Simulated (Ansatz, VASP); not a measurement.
# In3GaP4 in VASP and in Ansatz

```
CELL_PARAMETERS angstrom
5.59563 0.00000 0.00000
0.00000 5.59563 0.00000
0.00000 0.00000 5.59563
ATOMIC_POSITIONS crystal
In 0.00000 0.00000 0.50000
In 0.00000 0.50000 0.00000
In 0.50000 0.00000 0.00000
Ga 0.50000 0.50000 0.50000
P 0.25000 0.25000 0.25000
P 0.25000 0.75000 0.75000
P 0.75000 0.25000 0.75000
P 0.75000 0.75000 0.25000
```

Alike in both runs: task relaxation of cell and atoms; functional PBE; k mesh 4 × 4 × 4; occupations gaussian, width 0.1 eV; no spin polarisation.

|  | VASP | Ansatz |
| --- | --- | --- |
| version | VASP 6.6.1 | Ansatz 0.2.0 |
| potentials or method | VASP PAW PBE potentials, release 64 (In_d, Ga_d, P), cutoff 600 eV | scalar-relativistic, plane waves, PAW |
| valence electrons in the cell | 72 | 72 |

```tsv
	VASP	Ansatz	Ansatz less VASP
gap on the k mesh at the Fermi level, each at its own relaxed structure (eV)	0.61	0.62	+0.011
relaxed volume (Å³/atom)	25.01	24.98	-0.033
relaxed length of the cell vector where the two differ most in proportion (Å)	5.849	5.846	-0.0026
```
